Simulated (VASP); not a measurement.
# Nb (I4/mmm) in VASP: notebook, part 2 of 2

VASP 6.6.1.

## (3) Single point, PBEsol (strain -0.0250 x Voigt [0, 0, 1, 0, 0, 0])

File INCAR:

```
SYSTEM = Nb
PREC = Accurate ; ENCUT = 520
EDIFF = 1E-7 ; ISMEAR = 0
SIGMA = 0.15 ; LREAL = .FALSE.
LASPH = .TRUE. ; NELM = 100
ALGO = Fast ; ISIF = 2
LWAVE = .FALSE. ; LCHARG = .FALSE.
GGA = PS ; NBANDS = 12
```

File KPOINTS:

```
Automatic mesh
0
G
  20 20 20
  0 0 0
```

File POSCAR:

```
Nb
1.0
   -1.6639500000      1.6639500000      1.6223512500
    1.6639500000     -1.6639500000      1.6223512500
    1.6639500000      1.6639500000     -1.6223512500
Nb
1
Direct
    0.0000000000      0.0000000000      0.0000000000
```

Potentials or basis: VASP PAW PBE potentials, release 64 (Nb_sv).

On the command line:

```bash
$ cat potpaw_PBE.64/Nb_sv/POTCAR > POTCAR
$ mpirun -np 1 vasp_std > vasp.out
```

Run time: 3.1 min. Hardware: 1 thread of Intel Xeon Platinum 8259CL at 2.50GHz (Skylake/Cascade Lake), shared host; peak memory 0.25 GiB.

The run converged. Its results:

```yaml
Free_energy: -10.9512 eV
Pressure: -4.8 GPa
```

Stress tensor (GPa, compression positive):
```
-5.66  0.00  0.00
 0.00 -5.66  0.00
 0.00  0.00 -2.93
```

Levels at points of the mesh, in eV from the Fermi level:
```csv
k point,band 4,band 5,band 6,band 7,band 8,band 9
"(0.00, 0.00, 0.00)",-29.58,-5.99,0.17,0.46,0.46,3.08
"(0.50, 0.00, 0.00)",-29.61,-3.77,-1.78,2.35,3.38,4.12
"(0.50, 0.50, 0.00)",-29.58,-3.74,-1.47,2.16,3.06,3.88
"(0.50, 0.50, 0.50)",-30.48,-3.79,-3.72,5.62,5.62,5.71
```

Caveat: the cell differs from its parent crystal (strain -0.0250 x Voigt [0, 0, 1, 0, 0, 0]); the PAW data sets were made with another functional, which shifts forces and pressure a little.

## (4) Single point, PBEsol (strain +0.0250 x Voigt [0, 0, 1, 0, 0, 0])

File INCAR:

```
  PREC = Accurate
  ENCUT = 520
  EDIFF = 1E-6
  ISMEAR = 0
  SIGMA = 0.15
  LREAL = False
  LASPH = True
  NELM = 60
  ALGO = Fast
  ISIF = 2
  LWAVE = False
  LCHARG = True
  GGA = PS
  LELF = True
  LVHAR = True
  NBANDS = 12
```

File KPOINTS:

```
regular mesh
0
Gamma
  20 20 20
```

File POSCAR:

```
Nb
1.0
   -1.6639500000      1.6639500000      1.7055487500
    1.6639500000     -1.6639500000      1.7055487500
    1.6639500000      1.6639500000     -1.7055487500
Nb
1
Direct
    0.0000000000      0.0000000000      0.0000000000
```

Potentials or basis: VASP PAW PBE potentials, release 64 (Nb_sv).

On the command line:

```bash
$ cat potpaw_PBE.64/Nb_sv/POTCAR > POTCAR
$ mpirun -np 1 vasp_std > vasp.out
```

OUTCAR:

```text
PREC = Accurate
   ENCUT = 520
   EDIFF = 1E-6
   ISMEAR = 0
   LREAL = False
   LASPH = True
   NELM = 60
   ISIF = 2
   GGA = PS

 ion  position               nearest neighbor table
   1  0.000  0.000  0.000-

  LATTYP: Found a body centered tetragonal cell.
 ALAT       =     3.3279000000
 C/A-ratio  =     1.0250000000

  Lattice vectors:

 A1 = (  -1.6639500000,   1.6639500000,   1.7055487500)
 A2 = (   1.6639500000,  -1.6639500000,   1.7055487500)
 A3 = (   1.6639500000,   1.6639500000,  -1.7055487500)

Analysis of symmetry for initial positions (statically):
=====================================================================
 Subroutine PRICEL returns:
 Original cell was already a primitive cell.

 Routine SETGRP: Setting up the symmetry group for a
 body centered tetragonal supercell.

 Subroutine GETGRP returns: Found 16 space group operations
 (whereof 16 operations were pure point group operations)
 out of a pool of 16 trial point group operations.

The static configuration has the point symmetry D_4h.

Analysis of symmetry for dynamics (positions and initial velocities):
[... 162 lines left out ...]
 cond. band min:      10.4044192367   @ k =   0.4500   0.1500   0.1000
 fundamental gap:      0.0059532072
 Fermi energy:        10.4024750006

 k-point     1 :       0.0000    0.0000    0.0000
  band No.  band energies     occupation
      1     -43.9396      2.00000
      2     -19.3507      2.00000
      3     -19.3497      2.00000
      4     -19.3497      2.00000
      5       4.5166      2.00000
      6      10.6927      0.00621
      7      10.6927      0.00621
      8      10.9471      0.00000
      9      13.3504      0.00000
     10      13.6895      0.00000
     11      24.2049      0.00000
     12      24.6180      0.00000
[... 331 lines left out ...]
 k-point    24 :      -0.3500    0.0500    0.0000
  band No.  band energies     occupation
      1     -43.7907      2.00000
      2     -20.2261      2.00000
      3     -19.6224      2.00000
      4     -19.3657      2.00000
      5       6.9526      2.00000
      6       9.3916      2.00000
      7      10.4986      0.36462
      8      13.0893      0.00000
      9      13.9637      0.00000
     10      14.3803      0.00000
     11      23.4943      0.00000
     12      24.1549      0.00000

 [... further k-points ...]
[... 5 lines left out ...]
  --------------------------------------------------------------------------------------
  -------------------------------------------------------------------------------------
  Total       -1.3383685     -1.3383685     -1.6369794      0.0000000      0.0000000      0.0000000
  in kB     -113.5224177   -113.5224177   -138.8510351      0.0000000      0.0000000      0.0000000
  external PRESSURE =    -121.9652902 kB  Pullay stress =       0.0000000 kB

 VOLUME and BASIS-vectors are now :
 -----------------------------------------------------------------------------
  energy-cutoff  :      520.00
  volume of cell :       18.89
      direct lattice vectors                 reciprocal lattice vectors
    -1.663950000  1.663950000  1.705548750     0.000000000  0.300489798  0.293160779
     1.663950000 -1.663950000  1.705548750     0.300489798  0.000000000  0.293160779
     1.663950000  1.663950000 -1.705548750     0.300489798  0.300489798  0.000000000

 POSITION                                       TOTAL-FORCE (eV/Angst)
 -----------------------------------------------------------------------------------
      0.00000      0.00000      0.00000         0.000000      0.000000      0.000000
 -----------------------------------------------------------------------------------
    total drift:                                0.000000      0.000000     -0.000000

  FREE ENERGIE OF THE ION-ELECTRON SYSTEM (eV)
  ---------------------------------------------------
  free  energy   TOTEN  =       -10.9023597864 eV

  energy  without entropy=      -10.8842486954  energy(sigma->0) =      -10.89330424
```

stdout:

```text
POSCAR found type information on POSCAR Nb
 POSCAR found :  1 types and       1 ions
 scaLAPACK will be used
 -----------------------------------------------------------------------------
|                                                                             |
|                                                                             |
|     You enforced a specific xc type in the INCAR file but a different       |
|     I HOPE YOU KNOW WHAT YOU ARE DOING!                                     |
|                                                                             |
 -----------------------------------------------------------------------------

 LDA part: xc-table for (Slater+PW92), standard interpolation
 POSCAR, INCAR and KPOINTS ok, starting setup
 FFT: planning ... GRIDC
 FFT: planning ... GRID_SOFT
 FFT: planning ... GRID
 WAVECAR not read
 entering main loop
WARNING in EDDRMM: call to ZHEGV failed, returncode =   6  3     11
WARNING in EDDRMM: call to ZHEGV failed, returncode =   8  4     12
WARNING in EDDRMM: call to ZHEGV failed, returncode =   6  3      7
```

Run time: 2.7 min. Hardware: 1 thread of Intel Xeon Platinum 8259CL at 2.50GHz (Skylake/Cascade Lake), shared host; peak memory 0.25 GiB.

Results:

```
Free energy : -10.9024 eV
Pressure    : -12.2 GPa
```

Levels at points of the mesh, in eV from the Fermi level:
| k point | band 2 | band 3 | band 4 | band 5 | band 6 | band 7 | band 8 | band 9 | band 10 | band 11 |
| --- | --- | --- | --- | --- | --- | --- | --- | --- | --- | --- |
| (0.00, 0.00, 0.00) | -29.75 | -29.75 | -29.75 | -5.89 | 0.29 | 0.29 | 0.54 | 2.95 | 3.29 | 13.80 |
| (0.50, 0.00, 0.00) | -30.93 | -30.12 | -29.76 | -3.55 | -1.44 | 2.00 | 2.97 | 3.76 | 6.00 | 11.25 |
| (0.50, 0.50, 0.00) | -30.93 | -30.14 | -29.78 | -3.57 | -1.71 | 2.17 | 3.35 | 3.89 | 6.06 | 11.39 |
| (0.50, 0.50, 0.50) | -30.60 | -30.54 | -30.54 | -3.51 | -3.44 | 5.25 | 5.34 | 5.34 | 8.26 | 8.84 |

Caveat: the cell differs from its parent crystal (strain +0.0250 x Voigt [0, 0, 1, 0, 0, 0]); the PAW data sets were made with another functional, which shifts forces and pressure a little.

## (5) Single point, PBEsol (strain +0.0500 x Voigt [0, 0, 1, 0, 0, 0])

File INCAR:

```
SYSTEM = Nb
ALGO = Fast ; EDIFF = 1E-6
ENCUT = 520 ; GGA = PS
ISIF = 2 ; ISMEAR = 0
LASPH = .True. ; LCHARG = .False.
LREAL = .False. ; LWAVE = .False.
NBANDS = 12 ; NELM = 100
PREC = Accurate ; SIGMA = 0.15
```

File KPOINTS:

```
k-points
0
Gamma
  20 20 20
  0 0 0
```

File POSCAR:

```
Nb
1.0
   -1.6639500000      1.6639500000      1.7471475000
    1.6639500000     -1.6639500000      1.7471475000
    1.6639500000      1.6639500000     -1.7471475000
Nb
1
Direct
    0.0000000000      0.0000000000      0.0000000000
```

On the command line:

```bash
$ cat potpaw_PBE.64/Nb_sv/POTCAR > POTCAR
$ mpirun -np 1 vasp_std > vasp.out
```

Wall time 2.5 min (1 thread of Intel Xeon Platinum 8259CL at 2.50GHz (Skylake/Cascade Lake), shared host); peak memory 0.26 GiB.

The run converged. Its results:

* Free energy: -10.8563 eV
* Pressure: -15.1 GPa

Stress tensor (GPa, compression positive):
```
-13.57   0.00   0.00
  0.00 -13.57   0.00
  0.00   0.00 -18.25
```

Levels at points of the mesh, in eV from the Fermi level:
| k point | band 2 | band 3 | band 4 | band 5 | band 6 | band 7 | band 8 | band 9 | band 10 | band 11 |
| --- | --- | --- | --- | --- | --- | --- | --- | --- | --- | --- |
| (0.00, 0.00, 0.00) | -29.84 | -29.84 | -29.84 | -5.84 | 0.23 | 0.23 | 0.71 | 2.71 | 3.34 | 13.49 |
| (0.50, 0.00, 0.00) | -30.93 | -30.17 | -29.84 | -3.45 | -1.29 | 1.85 | 2.69 | 3.70 | 5.78 | 10.83 |
| (0.50, 0.50, 0.00) | -30.92 | -30.21 | -29.87 | -3.49 | -1.81 | 2.17 | 3.46 | 3.88 | 5.90 | 11.22 |
| (0.50, 0.50, 0.50) | -30.66 | -30.55 | -30.55 | -3.41 | -3.29 | 5.05 | 5.20 | 5.20 | 7.70 | 8.83 |

Caveat: the cell differs from its parent crystal (strain +0.0500 x Voigt [0, 0, 1, 0, 0, 0]); the PAW data sets were made with another functional, which shifts forces and pressure a little.

## (6) Overview

| cell | further INCAR settings | gap on the mesh (eV) | pressure (GPa) |
| --- | --- | --- | --- |
| a = 2.835 Å, angles 108.1, 108.1, 112.2°, 1 atom | ALGO = Fast; EDIFF = 1e-07; NBANDS = 12 | none | -0.1 |
| a = 2.858 Å, angles 108.8, 108.8, 110.8°, 1 atom | ALGO = Fast; EDIFF = 1e-07; NBANDS = 12 | none | -4.8 |
| a = 2.906 Å, angles 110.1, 110.1, 108.1°, 1 atom | ALGO = Fast; EDIFF = 1e-06; NBANDS = 12 | none | -12.2 |
| a = 2.931 Å, angles 110.8, 110.8, 106.8°, 1 atom | ALGO = Fast; EDIFF = 1e-06; NBANDS = 12 | none | -15.1 |

Alike in all rows: task single point; level PBEsol; potentials or basis VASP PAW PBE potentials, release 64 (Nb_sv); no spin polarisation; k mesh 20 × 20 × 20; cutoff (eV) 520; smearing gaussian 0.15 eV.

Caveats: the PAW data sets were made with another functional, which shifts forces and pressure a little.

Absolute energies hang on the potentials; compare differences alone.
